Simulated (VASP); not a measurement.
# MgO (Fm-3m) in VASP: further runs, part 3 of 3

VASP 6.6.1. The steps go on from the part before.

### 4 Relaxation of cell and atoms, r2SCAN, target pressure 2 GPa, at which the enthalpy is minimised

This run uses another cell than the first one, of 9.29 Å³/atom, 1.012 times its volume.

File POSCAR:

```
MgO
1.0
    0.0000000000      2.1021666359      2.1021666359
    2.1021666359      0.0000000000      2.1021666359
    2.1021666359      2.1021666359      0.0000000000
Mg O
1 1
Direct
    0.0000000000      0.0000000000      0.0000000000
    0.5000000000      0.5000000000      0.5000000000
```

File INCAR.step1:

```
  PREC = Accurate
  ENCUT = 600
  ISMEAR = 0
  SIGMA = 0.01
  LREAL = False
  LASPH = True
  NELM = 60
  GGA = PE
  ALGO = Normal
  EDIFF = 1E-4
  LWAVE = True
  LCHARG = False
```

File INCAR.step2:

```
  PREC = Accurate
  ENCUT = 600
  EDIFF = 1E-7
  ISMEAR = 0
  SIGMA = 0.01
  LREAL = False
  LASPH = True
  NELM = 60
  ALGO = Normal
  ISIF = 3
  LWAVE = False
  LCHARG = False
  METAGGA = R2SCAN
  LMIXTAU = True
  IBRION = 2
  NSW = 100
  EDIFFG = -0.002
  PSTRESS = 20.0
  ISTART = 1
```

File KPOINTS:

```
regular mesh
0
Gamma
  10 10 10
```

Potentials or basis: VASP PAW PBE potentials, release 64 (Mg, O).

Command:

```sh
cat potpaw_PBE.64/Mg/POTCAR potpaw_PBE.64/O/POTCAR > POTCAR
cp INCAR.step1 INCAR
mpirun -np 1 vasp_std > vasp.out
cp INCAR.step2 INCAR
mpirun -np 1 vasp_std > vasp.out
```

OUTCAR:

```text
PREC = Accurate
   ENCUT = 600
   EDIFF = 1E-7
   ISMEAR = 0
   LREAL = False
   LASPH = True
   NELM = 60
   ISIF = 3
   METAGGA = R2SCAN
   IBRION = 2
   NSW = 100
   EDIFFG = -0.002
   PSTRESS = 20.0
   ISTART = 1

 ion  position               nearest neighbor table
   1  0.000  0.000  0.000-   2 2.10   2 2.10   2 2.10   2 2.10   2 2.10   2 2.10
   2  0.500  0.500  0.500-   1 2.10   1 2.10   1 2.10   1 2.10   1 2.10   1 2.10

  LATTYP: Found a face centered cubic cell.
 ALAT       =     4.2043332718

  Lattice vectors:

 A1 = (   0.0000000000,   2.1021666359,   2.1021666359)
 A2 = (   2.1021666359,   0.0000000000,   2.1021666359)
 A3 = (   2.1021666359,   2.1021666359,   0.0000000000)

Analysis of symmetry for initial positions (statically):
=====================================================================
 Subroutine PRICEL returns:
 Original cell was already a primitive cell.

 Routine SETGRP: Setting up the symmetry group for a
 face centered cubic supercell.

 Subroutine GETGRP returns: Found 48 space group operations
 (whereof 48 operations were pure point group operations)
 out of a pool of 48 trial point group operations.
[... 167 lines left out ...]

  FORCE on cell =-STRESS in cart. coord.  units (eV):
  Direction    XX          YY          ZZ          XY          YZ          ZX
  --------------------------------------------------------------------------------------
  -------------------------------------------------------------------------------------
  Total       -0.1577959     -0.1577959     -0.1577959      0.0000000      0.0000000     -0.0000000
  in kB      -13.6073885    -13.6073885    -13.6073885      0.0000000      0.0000000     -0.0000000
  external PRESSURE =     -33.6073885 kB  Pullay stress =      20.0000000 kB
[... 63 lines left out ...]
--------------------------------------- Ionic step        3  -------------------------------------------

 number of electron       8.0000002 magnetization

 Free energy of the ion-electron system (eV)
  ---------------------------------------------------
  ext. energy  EPLUGINS =         0.00000000
  ---------------------------------------------------
  free energy    TOTEN  =       -16.16431363 eV

  energy without entropy =      -16.16431363  energy(sigma->0) =      -16.16431363

 E-fermi :   3.0713     XC(G=0): -11.7229

 val. band max:        2.9603979747   @ k =   0.0000   0.0000   0.0000
 cond. band min:       8.8258071998   @ k =   0.0000   0.0000   0.0000
 fundamental gap:      5.8654092250
 Fermi energy:         3.0713270602

 k-point     1 :       0.0000    0.0000    0.0000
  band No.  band energies     occupation
      1     -15.3691      2.00000
      2       2.9604      2.00000
      3       2.9604      2.00000
      4       2.9604      2.00000
      5       8.8258      0.00000
      6      19.9459      0.00000
      7      19.9459      0.00000
      8      19.9459      0.00000
[... 243 lines left out ...]
 k-point    24 :       0.4000    0.3000    0.0000
  band No.  band energies     occupation
      1     -14.1075      2.00000
      2      -0.7011      2.00000
      3       1.6051      2.00000
      4       1.8250      2.00000
      5      13.7677      0.00000
      6      14.2287      0.00000
      7      18.0154      0.00000
      8      22.7770      0.00000

 [... further k-points ...]
[... 5 lines left out ...]
  --------------------------------------------------------------------------------------
  -------------------------------------------------------------------------------------
  Total        0.2280090      0.2280090      0.2280090     -0.0000000     -0.0000000      0.0000000
  in kB       20.0513069     20.0513069     20.0513069     -0.0000000     -0.0000000      0.0000000
  external PRESSURE =       0.0513069 kB  Pullay stress =      20.0000000 kB
[... 21 lines left out ...]
  energy  without entropy=      -16.1643136291  energy(sigma->0) =      -16.16431363

  enthalpy is  TOTEN    =       -15.9368880134 eV   P V=        0.2274256158

 reached required accuracy - stopping structural energy minimisation
```

OSZICAR.step1:

```text
N       E                     dE             d eps       ncg     rms          rms(c)
DAV:   1     0.155840143730E+02    0.15584E+02   -0.53681E+03   912   0.101E+03
DAV:   2    -0.130632043193E+02   -0.28647E+02   -0.27966E+02   888   0.150E+02
DAV:   3    -0.134649097308E+02   -0.40171E+00   -0.40171E+00  1000   0.201E+01
DAV:   4    -0.134653653434E+02   -0.45561E-03   -0.45561E-03   984   0.647E-01
DAV:   5    -0.134653661670E+02   -0.82365E-06   -0.82365E-06  1024   0.201E-02    0.722E+00
DAV:   6    -0.119256288090E+02    0.15397E+01   -0.10006E+01   752   0.225E+01    0.227E+00
DAV:   7    -0.119113999276E+02    0.14229E-01   -0.42791E-02   792   0.260E+00    0.132E+00
DAV:   8    -0.119059739238E+02    0.54260E-02   -0.24399E-02   760   0.240E+00    0.156E-01
DAV:   9    -0.119058830179E+02    0.90906E-04   -0.43047E-04  1048   0.186E-01
   1 F= -.11905883E+02 E0= -.11905883E+02  d E =-.309566E-46
```

Wall time 57 s (1 thread of Intel Xeon Platinum 8488C (Sapphire Rapids), shared host); peak memory 0.15 GiB.

Results:

```
Free energy                                            : -16.1643 eV
Relaxed volume                                         : 9.11 Å³/atom
Relaxed cell                                           : a = 2.954 Å, b = 2.954 Å, c = 2.954 Å, α = 60.00°, β = 60.00°, γ = 60.00°
Space group after relaxing (to 0.05 Å)                 : Fm-3m (No. 225)
Energy change on relaxing (the enthalpy is what falls) : +0.3 meV/atom
Ionic steps                                            : 3
Pressure after relaxing                                : 2.0 GPa
Band gap on the k mesh                                 : 5.87 eV, direct
```

The path:
```csv
step,energy change (eV),largest force (eV/Å),pressure (GPa),volume (Å³)
1,0.0000,0.0000,-1.36,18.58
2,0.0034,0.0000,3.60,18.06
3,0.0007,0.0000,2.01,18.22
```

Final structure:
```
Mg O
1.0
     0.00000    2.08848    2.08848
     2.08848    0.00000    2.08848
     2.08848    2.08848    0.00000
Mg O
1 1
Cartesian
  0.0000 0.0000 0.0000
  2.0885 2.0885 2.0885
```

Caveat: the cell is relaxed towards a set pressure, so the enthalpy falls and the energy may rise; the PAW data sets were made with another functional, which shifts forces and pressure a little.

### 5 Relaxation of cell and atoms, r2SCAN, target pressure 4 GPa, at which the enthalpy is minimised

This run uses another cell than the first one, of 9.29 Å³/atom, 1.012 times its volume.

POSCAR is that of step 4.

File INCAR.step1:

```
PREC = Accurate ; ENCUT = 600
ISMEAR = 0 ; SIGMA = 0.01
LREAL = F ; LASPH = T
NELM = 60 ; GGA = PE
ALGO = Normal ; EDIFF = 1E-4
LWAVE = T ; LCHARG = F
```

File INCAR.step2:

```
PREC = Accurate ; ENCUT = 600
EDIFF = 1E-6 ; ISMEAR = 0
SIGMA = 0.01 ; LREAL = F
LASPH = T ; NELM = 60
ALGO = Normal ; ISIF = 3
LWAVE = F ; LCHARG = F
METAGGA = R2SCAN ; LMIXTAU = T
IBRION = 2 ; NSW = 100
EDIFFG = -0.002 ; PSTRESS = 40.0
ISTART = 1
```

KPOINTS is that of step 4.

Command:

```sh
cat potpaw_PBE.64/Mg/POTCAR potpaw_PBE.64/O/POTCAR > POTCAR
cp INCAR.step1 INCAR
mpirun -np 1 vasp_std > vasp.out
cp INCAR.step2 INCAR
mpirun -np 1 vasp_std > vasp.out
```

Run time: 52 s. Hardware: 1 thread of Intel Xeon Platinum 8488C (Sapphire Rapids), shared host; peak memory 0.15 GiB.

Results (log left out):

```yaml
Free_energy: -16.1606 eV
Relaxed_volume: 9.01 Å³/atom
Relaxed_cell: a = 2.943 Å, b = 2.943 Å, c = 2.943 Å, α = 60.00°, β = 60.00°, γ = 60.00°
Space_group_after_relaxing_to_0.05_Å: Fm-3m (No. 225)
Energy_change_on_relaxing_the_enthalpy_is_what_falls: +2.2 meV/atom
Ionic_steps: 3
Pressure_after_relaxing: 4.0 GPa
Band_gap_on_the_k_mesh: 5.98 eV, direct
```

Step by step:
```csv
step,energy change (eV),largest force (eV/Å),pressure (GPa),volume (Å³)
1,0.0000,0.0000,-1.36,18.58
2,0.0133,0.0000,6.85,17.76
3,0.0043,0.0000,4.00,18.02
```

Final structure:
```
Mg O
1.0
     0.00000    2.08089    2.08089
     2.08089    0.00000    2.08089
     2.08089    2.08089    0.00000
Mg O
1 1
Direct
  0.00000 0.00000 0.00000
  0.50000 0.50000 0.50000
```

Levels at points of the mesh, in eV from the valence-band top:
```tsv
k point	band 2	band 3	band 4	band 5	band 6	band 7
(0.00, 0.00, 0.00)	0.00	0.00	0.00	5.98	17.05	17.05
(0.50, 0.00, 0.00)	-4.77	-0.71	-0.71	9.05	14.24	17.81
(0.50, 0.50, 0.00)	-4.25	-1.43	-1.43	10.08	11.47	14.70
```

Caveat: the cell is relaxed towards a set pressure, so the enthalpy falls and the energy may rise; the PAW data sets were made with another functional, which shifts forces and pressure a little. r2SCAN opens gaps a little over a GGA but as a rule still falls short of measured ones.

### 6 Summary

```tsv
task	cell	cutoff (eV)	gap on the mesh (eV)	pressure (GPa)
single point	a = 2.961 Å, angles 60.0°, 2 atoms	520	5.78	0.9
relaxation of cell and atoms	relaxed to 1 GPa from a = 2.973 Å, angles 60.0°, 2 atoms	600	5.81	1.0
relaxation of cell and atoms	relaxed to 2 GPa from a = 2.973 Å, angles 60.0°, 2 atoms	600	5.87	2.0
relaxation of cell and atoms	relaxed to 4 GPa from a = 2.973 Å, angles 60.0°, 2 atoms	600	5.98	4.0
```

Alike in all rows: level r2SCAN; potentials or basis VASP PAW PBE potentials, release 64 (Mg, O); no spin polarisation; k mesh 10 × 10 × 10; smearing gaussian 0.01 eV.

Caveats: the PAW data sets were made with another functional, which shifts forces and pressure a little; the cell is relaxed towards a set pressure, so the enthalpy falls and the energy may rise (some runs).

Total energies depend on the potentials used, so only differences within one code and one set of settings carry meaning.
